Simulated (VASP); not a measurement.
# Sc2BP3 (Pm) in VASP: notebook, part 2 of 2

VASP 6.6.1. Earlier steps stand in the parts before.

### 4 Relaxation of cell and atoms, PBE

File INCAR:

```
PREC = Accurate ; ENCUT = 600
EDIFF = 1E-7 ; ISMEAR = 0
SIGMA = 0.1 ; LREAL = False
LASPH = True ; NELM = 100
ALGO = Normal ; ISIF = 3
LWAVE = False ; LCHARG = False
GGA = PE ; IBRION = 2
NSW = 90 ; EDIFFG = -0.04
```

File KPOINTS:

```
regular mesh
0
Gamma
  4 6 4
```

File POSCAR:

```
Sc2BP3
1.0
    3.9235823364      0.0000000000      0.0000000000
    0.0000000000      3.2995142828      0.0000000000
   -1.8898620235      0.0000000000      7.1165790881
Sc B P
2 1 3
Direct
    0.5169920342      0.5000000000      0.2475377359
    0.9825995479      0.0000000000      0.7489372929
    0.6084781786      0.0000000000      0.9870963200
    0.3890697759      0.5000000000      0.6132295519
    0.1175099509      0.0000000000      0.3960563747
    0.8853505125      0.5000000000      0.0071427247
```

Potentials or basis: VASP PAW PBE potentials, release 64 (Sc_sv, B, P).

Launch:

```console
cat potpaw_PBE.64/Sc_sv/POTCAR potpaw_PBE.64/B/POTCAR potpaw_PBE.64/P/POTCAR > POTCAR
mpirun -np 1 vasp_std > vasp.out
```

OUTCAR:

```text
PREC = Accurate
   ENCUT = 600
   EDIFF = 1E-7
   ISMEAR = 0
   LREAL = False
   LASPH = True
   NELM = 100
   ISIF = 3
   GGA = PE
   IBRION = 2
   NSW = 90
   EDIFFG = -0.04

 ion  position               nearest neighbor table
   1  0.517  0.500  0.248-   6 2.56   3 2.62   3 2.62   6 2.65   5 2.69   5 2.69   5 2.85   5 2.85
                             4 2.86
   2  0.983  0.000  0.749-   3 2.56   6 2.62   6 2.62   3 2.63   4 2.66   4 2.66   5 2.78   4 2.82
                             4 2.82
   3  0.608  0.000  0.987-   6 1.96   6 1.96   2 2.56   1 2.62   1 2.62   2 2.63
   4  0.389  0.500  0.613-   5 2.35   5 2.35   2 2.66   2 2.66   2 2.82   2 2.82   1 2.86
   5  0.118  0.000  0.396-   4 2.35   4 2.35   1 2.69   1 2.69   2 2.78   1 2.85   1 2.85
   6  0.885  0.500  0.007-   3 1.96   3 1.96   1 2.56   2 2.62   2 2.62   1 2.65

  LATTYP: Found a simple monoclinic cell.
 ALAT       =     3.9235823364
 B/A-ratio  =     0.8409443208
 C/A-ratio  =     1.8766620759
 COS(beta)  =    -0.2566618082

  Lattice vectors:

 A1 = (   3.9235823364,   0.0000000000,   0.0000000000)
 A2 = (   0.0000000000,   3.2995142828,   0.0000000000)
 A3 = (  -1.8898620235,   0.0000000000,   7.1165790881)

Analysis of symmetry for initial positions (statically):
=====================================================================
 Subroutine PRICEL returns:
[... 296 lines left out ...]
  energy  without entropy=      -39.2129082387  energy(sigma->0) =      -39.21735081

[... ionic steps 4 to 7 ...]

--------------------------------------- Ionic step        8  -------------------------------------------

 number of electron      39.9999999 magnetization

------------------------ aborting loop because EDIFF is reached ----------------------------------------
[... 75 lines left out ...]
--------------------------------------- Ionic step       10  -------------------------------------------

 number of electron      39.9999999 magnetization

 Free energy of the ion-electron system (eV)
  ---------------------------------------------------
  ext. energy  EPLUGINS =         0.00000000
  ---------------------------------------------------
  free energy    TOTEN  =       -39.24225896 eV

  energy without entropy =      -39.23466725  energy(sigma->0) =      -39.23846311

 E-fermi :   7.1396     XC(G=0): -10.9727

 val. band max:        7.1301079454   @ k =   0.0000   0.0000   0.2500
 cond. band min:       7.1665043076   @ k =   0.2500   0.1667   0.0000
 fundamental gap:      0.0363963622
 Fermi energy:         7.1396112593

 k-point     1 :       0.0000    0.0000    0.0000
  band No.  band energies     occupation
      1     -42.2941      2.00000
      2     -42.1625      2.00000
      3     -21.0391      2.00000
      4     -20.9859      2.00000
      5     -20.9183      2.00000
      6     -20.8047      2.00000
[... 637 lines left out ...]
     23       9.1381      0.00000
     24       9.6011      0.00000

 [... further k-points ...]

------------------------ aborting loop because EDIFF is reached ----------------------------------------

  FORCE on cell =-STRESS in cart. coord.  units (eV):
  Direction    XX          YY          ZZ          XY          YZ          ZX
  --------------------------------------------------------------------------------------
  -------------------------------------------------------------------------------------
  Total        0.0839218      0.1750359      0.1281503      0.0000000      0.0000000      0.0361197
  in kB        1.4523447      3.0291601      2.2177609      0.0000000      0.0000000      0.6250854
  external PRESSURE =       2.2330885 kB  Pullay stress =       0.0000000 kB
[... 21 lines left out ...]
  FREE ENERGIE OF THE ION-ELECTRON SYSTEM (eV)
  ---------------------------------------------------
  free  energy   TOTEN  =       -39.2422589636 eV

  energy  without entropy=      -39.2346672530  energy(sigma->0) =      -39.23846311

 reached required accuracy - stopping structural energy minimisation
```

It took 6.2 min on 1 thread of Intel Xeon 6975P-C (Granite Rapids), shared host; peak memory 0.3 GiB.

What came out:

| Property | Result |
| --- | --- |
| Free energy | -39.2423 eV |
| Relaxed volume | 15.43 Å³/atom |
| Relaxed cell | a = 4.044 Å, b = 3.294 Å, c = 7.246 Å, α = 90.00°, β = 106.43°, γ = 90.00° |
| Space group after relaxing (to 0.05 Å) | Pm (No. 6) |
| Energy gained by relaxing | 6.2 meV/atom |
| Ionic steps | 10 |
| Pressure after relaxing | 0.2 GPa |
| Largest force after relaxing | 0.038 eV/Å |
| Band gap on the k mesh | zero (band 20 reaches 7.75 eV, above the bottom of band 21 at 6.71 eV) |

Forces on the atoms (eV/Å):
```
Sc   0.008  0.000  0.015
Sc   0.028  0.000 -0.005
B   -0.005  0.000 -0.038
P   -0.014  0.000  0.014
P   -0.005  0.000  0.036
P   -0.012  0.000 -0.021
```

Step by step:
```csv
step,energy change (eV),largest force (eV/Å),pressure (GPa),volume (Å³)
1,0.0000,0.0973,1.08,92.13
2,-0.0167,0.1852,-0.69,93.51
3,-0.0168,0.2007,-0.88,93.67
4,-0.0265,0.1565,-0.17,93.16
5,-0.0275,0.1686,0.15,92.94
6,-0.0321,0.1439,0.03,92.98
7,-0.0336,0.1373,-0.07,93.00
8,-0.0359,0.0972,-0.10,92.90
9,-0.0361,0.0885,-0.12,92.85
10,-0.0373,0.0381,0.22,92.58
```

Final structure:
```cif
data_structure
_symmetry_space_group_name_H-M 'P 1'
_symmetry_Int_Tables_number 1
_cell_length_a 4.0438
_cell_length_b 3.2941
_cell_length_c 7.2459
_cell_angle_alpha 90.000
_cell_angle_beta 106.429
_cell_angle_gamma 90.000
_cell_volume 92.58
loop_
_atom_site_label
_atom_site_type_symbol
_atom_site_fract_x
_atom_site_fract_y
_atom_site_fract_z
_atom_site_occupancy
Sc1 Sc 0.51366 0.50000 0.24575 1
Sc2 Sc 0.98852 0.00000 0.75208 1
B1 B 0.60740 0.00000 0.97958 1
P1 P 0.38678 0.50000 0.61658 1
P2 P 0.12126 0.00000 0.39368 1
P3 P 0.88239 0.50000 0.01233 1
```

Levels at points of the mesh, in eV from the Fermi level:
| k point | band 16 | band 17 | band 18 | band 19 | band 20 | band 21 | band 22 | band 23 | band 24 |
| --- | --- | --- | --- | --- | --- | --- | --- | --- | --- |
| (0.00, 0.00, 0.00) | -3.02 | -2.70 | -2.31 | -1.72 | -0.79 | -0.43 | 1.59 | 2.00 | 2.35 |
| (0.50, 0.00, 0.00) | -2.79 | -2.02 | -0.83 | -0.55 | 0.61 | 1.02 | 1.11 | 1.26 | 1.70 |
| (0.00, 0.50, 0.00) | -2.77 | -2.66 | -1.58 | -1.41 | -0.64 | 0.05 | 0.62 | 0.95 | 1.04 |
| (0.50, 0.50, 0.00) | -3.68 | -3.65 | -3.19 | -2.93 | -1.75 | 0.98 | 1.34 | 2.09 | 2.29 |
| (0.00, 0.00, 0.50) | -2.73 | -2.24 | -1.82 | -1.27 | -0.97 | 0.81 | 1.79 | 1.87 | 2.02 |
| (0.50, 0.00, 0.50) | -3.10 | -2.75 | -2.15 | -0.30 | 0.31 | 0.34 | 1.48 | 1.49 | 1.85 |
| (0.00, 0.50, 0.50) | -3.26 | -2.79 | -2.57 | -2.51 | -1.38 | 0.87 | 1.04 | 1.87 | 2.13 |
| (0.50, 0.50, 0.50) | -3.86 | -3.40 | -2.79 | -1.73 | -0.51 | 0.33 | 0.52 | 1.88 | 2.18 |

Caveat: the k points lie up to 0.40 Å⁻¹ apart in the final cell.

### 5 Summary

| task | cell | cutoff (eV) | gap on the mesh (eV) | pressure (GPa) | largest force (eV/Å) |
| --- | --- | --- | --- | --- | --- |
| single point | a = 3.924, b = 3.300, c = 7.363 Å, angles 90.0, 104.9, 90.0°, 6 atoms | 520 | none | 1.1 | 0.10 |
| single point | a = 4.036, b = 3.298, c = 7.249 Å, angles 90.0, 106.2, 90.0°, 6 atoms | 520 | none | 0.1 | 0.04 |
| relaxation of cell and atoms | relaxed from a = 3.924, b = 3.300, c = 7.363 Å, angles 90.0, 104.9, 90.0°, 6 atoms | 600 | none | 0.2 | 0.04 |

Alike in all rows: level PBE; potentials or basis VASP PAW PBE potentials, release 64 (Sc_sv, B, P); no spin polarisation; k mesh 4 × 6 × 4; smearing gaussian 0.1 eV.

Caveats: all runs use coarse meshes.

Total energies depend on the potentials used, so only differences within one code and one set of settings carry meaning.
